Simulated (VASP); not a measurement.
# KBr (Fm-3m) in VASP: further runs, part 2 of 2

VASP 6.6.1.

## 3. Single point, PBEsol

This run uses another cell than the first one, of 25.91 Å³/atom, 1.078 times its volume.

File INCAR:

```
  PREC = Accurate
  ENCUT = 520
  EDIFF = 1E-6
  ISMEAR = 0
  SIGMA = 0.01
  LREAL = F
  LASPH = T
  NELM = 60
  ALGO = Normal
  ISIF = 2
  LWAVE = F
  LCHARG = F
  GGA = PS
  NBANDS = 15
```

File KPOINTS:

```
regular mesh
0
Gamma
  6 6 6
```

File POSCAR:

```
KBr
1.0
    2.9590402284      2.9590402284      0.0000000000
   -2.9590402284      2.9590402284      0.0000000000
    0.0000000000      2.9590402284      2.9590402284
K Br
1 1
Direct
    0.0000000000      0.0000000000      0.0000000000
    0.5000000000      0.5000000000      0.0000000000
```

Potentials or basis: VASP PAW PBE potentials, release 64 (K_sv, Br).

Launch:

```console
cat potpaw_PBE.64/K_sv/POTCAR potpaw_PBE.64/Br/POTCAR > POTCAR
mpirun -np 1 vasp_std > vasp.out
```

OUTCAR:

```text
PREC = Accurate
   ENCUT = 520
   EDIFF = 1E-6
   ISMEAR = 0
   LREAL = F
   LASPH = T
   NELM = 60
   ISIF = 2
   GGA = PS

 ion  position               nearest neighbor table
   1  0.000  0.000  0.000-   2 2.96   2 2.96   2 2.96   2 2.96   2 2.96   2 2.96
   2  0.500  0.500  0.000-   1 2.96   1 2.96   1 2.96   1 2.96   1 2.96   1 2.96

  LATTYP: Found a face centered cubic cell.
 ALAT       =     5.9180804568

  Lattice vectors:

 A1 = (   0.0000000000,   2.9590402284,   2.9590402284)
 A2 = (   2.9590402284,   0.0000000000,   2.9590402284)
 A3 = (   2.9590402284,   2.9590402284,   0.0000000000)

Analysis of symmetry for initial positions (statically):
=====================================================================
 Subroutine PRICEL returns:
 Original cell was already a primitive cell.

 Routine SETGRP: Setting up the symmetry group for a
 face centered cubic supercell.

 Subroutine GETGRP returns: Found 48 space group operations
 (whereof 48 operations were pure point group operations)
 out of a pool of 48 trial point group operations.

The static configuration has the point symmetry O_h .

Analysis of symmetry for dynamics (positions and initial velocities):
=====================================================================
 Subroutine PRICEL returns:
 Original cell was already a primitive cell.

 Routine SETGRP: Setting up the symmetry group for a
 face centered cubic supercell.

 Subroutine GETGRP returns: Found 48 space group operations
 (whereof 48 operations were pure point group operations)
 out of a pool of 48 trial point group operations.

The dynamic configuration has the point symmetry O_h .

 Subroutine INISYM returns: Found 48 space group operations
 (whereof 48 operations are pure point group operations),
 and found     1 'primitive' translations

----------------------------------------------------------------------------------------

[... 110 lines left out ...]
   AEXX    =    0.0000 exact exchange contribution
   IVDW    =     0    specifies the selected vdW correction
   LEPSILON=     F    determine dielectric tensor
   LRPA    =     F    only Hartree local field effects (RPA)
 non-spin polarized calculation
 Gauss-broadening in eV      SIGMA  =   0.01
  energy-cutoff  :      520.00
  volume of cell :       51.82
 maximum number of plane-waves:      1411
   NGX = 15   NGY = 15   NGZ = 15

 number of electron      15.9999997 magnetization

 Free energy of the ion-electron system (eV)
  ---------------------------------------------------
  ext. energy  EPLUGINS =         0.00000000
  ---------------------------------------------------
  free energy    TOTEN  =        -6.01838427 eV

  energy without entropy =       -6.01838427  energy(sigma->0) =       -6.01838427

 E-fermi :  -0.1106     XC(G=0):  -8.9949

 val. band max:       -0.1596824558   @ k =   0.0000   0.0000   0.0000
 cond. band min:       4.8786138867   @ k =   0.5000   0.5000   0.0000
 fundamental gap:      5.0382963425
 Fermi energy:        -0.1105770868

 k-point     1 :       0.0000    0.0000    0.0000
  band No.  band energies     occupation
      1     -27.2819      2.00000
      2     -13.0287      2.00000
      3     -10.8535      2.00000
      4     -10.8535      2.00000
      5     -10.8535      2.00000
      6      -0.1597      2.00000
      7      -0.1597      2.00000
      8      -0.1597      2.00000
      9       5.1327      0.00000
     10       7.1502      0.00000
     11       7.1502      0.00000
     12       7.1502      0.00000
     13       8.2475      0.00000
     14       8.2475      0.00000
[... 257 lines left out ...]
      2     -12.9753      2.00000
      3     -11.1519      2.00000
      4     -11.0432      2.00000
      5     -10.7145      2.00000
      6      -1.1936      2.00000
      7      -1.0322      2.00000
      8      -0.8332      2.00000
      9       6.0263      0.00000
     10       8.6847      0.00000
     11       8.9376      0.00000
     12      10.2265      0.00000
     13      10.7833      0.00000
     14      11.5836      0.00000
     15      12.7605      0.00000

------------------------ aborting loop because EDIFF is reached ----------------------------------------

  FORCE on cell =-STRESS in cart. coord.  units (eV):
  Direction    XX          YY          ZZ          XY          YZ          ZX
  --------------------------------------------------------------------------------------
  -------------------------------------------------------------------------------------
  Total        3.3080565      3.3080565      3.3080565      0.0000000      0.0000000     -0.0000000
  in kB      102.2823972    102.2823972    102.2823972      0.0000000      0.0000000     -0.0000000
  external PRESSURE =     102.2823972 kB  Pullay stress =       0.0000000 kB

 VOLUME and BASIS-vectors are now :
 -----------------------------------------------------------------------------
  energy-cutoff  :      520.00
  volume of cell :       51.82
      direct lattice vectors                 reciprocal lattice vectors
     2.959040228  2.959040228  0.000000000     0.168973708  0.168973708 -0.168973708
    -2.959040228  2.959040228  0.000000000    -0.168973708  0.168973708 -0.168973708
     0.000000000  2.959040228  2.959040228     0.000000000  0.000000000  0.337947416

 POSITION                                       TOTAL-FORCE (eV/Angst)
 -----------------------------------------------------------------------------------
      0.00000      0.00000      0.00000        -0.000000      0.000000      0.000000
      0.00000      2.95904      0.00000         0.000000     -0.000000      0.000000
 -----------------------------------------------------------------------------------
    total drift:                                0.000000     -0.000000     -0.000000

  FREE ENERGIE OF THE ION-ELECTRON SYSTEM (eV)
  ---------------------------------------------------
  free  energy   TOTEN  =        -6.0183842724 eV

  energy  without entropy=       -6.0183842724  energy(sigma->0) =       -6.01838427
```

OSZICAR:

```text
N       E                     dE             d eps       ncg     rms          rms(c)
DAV:   1     0.102745742541E+03    0.10275E+03   -0.71517E+03   480   0.967E+02
DAV:   2    -0.688114209837E+00   -0.10343E+03   -0.94644E+02   620   0.245E+02
DAV:   3    -0.599370901204E+01   -0.53056E+01   -0.52769E+01   641   0.490E+01
DAV:   4    -0.615869053594E+01   -0.16498E+00   -0.16494E+00   707   0.790E+00
DAV:   5    -0.615975726563E+01   -0.10667E-02   -0.10667E-02   648   0.725E-01    0.646E+00
DAV:   6    -0.602671314383E+01    0.13304E+00   -0.15731E-01   564   0.245E+00    0.462E+00
DAV:   7    -0.601637283848E+01    0.10340E-01   -0.99946E-02   621   0.197E+00    0.150E+00
DAV:   8    -0.601807257291E+01   -0.16997E-02   -0.12428E-02   509   0.950E-01    0.195E-01
DAV:   9    -0.601818157924E+01   -0.10901E-03   -0.39300E-04   648   0.129E-01    0.103E-01
DAV:  10    -0.601838310878E+01   -0.20153E-03   -0.21987E-04   529   0.955E-02    0.612E-02
DAV:  11    -0.601838349434E+01   -0.38556E-06   -0.19903E-05   613   0.398E-02    0.660E-03
DAV:  12    -0.601838427239E+01   -0.77805E-06   -0.17158E-06   548   0.981E-03
   1 F= -.60183843E+01 E0= -.60183843E+01  d E =-.264062E-14
```

Run time: 6.8 s. Hardware: 1 thread of Intel Xeon Platinum 8488C (Sapphire Rapids), shared host; peak memory 0.17 GiB.

Results:

```yaml
Free_energy: -6.0184 eV
Pressure: 10.2 GPa
Band_gap_on_the_k_mesh: 5.04 eV, indirect (least direct gap 5.29 eV)
```

Levels at points of the mesh, in eV from the valence-band top:
```
           k point  band 4  band 5  band 6  band 7  band 8  band 9  band 10  band 11  band 12  band 13
(0.00, 0.00, 0.00)  -10.69  -10.69    0.00    0.00    0.00    5.29     7.31     7.31     7.31     8.41
(0.50, 0.00, 0.00)  -10.70  -10.13   -2.05   -0.75   -0.75    7.03     9.14    10.42    10.42    10.96
(0.50, 0.50, 0.00)  -10.83  -10.83   -1.16   -0.39   -0.39    5.04     8.35     9.69    10.82    11.26
```

Caveat: the PAW data sets were made with another functional, which shifts forces and pressure a little. A k mesh can miss the band edges.
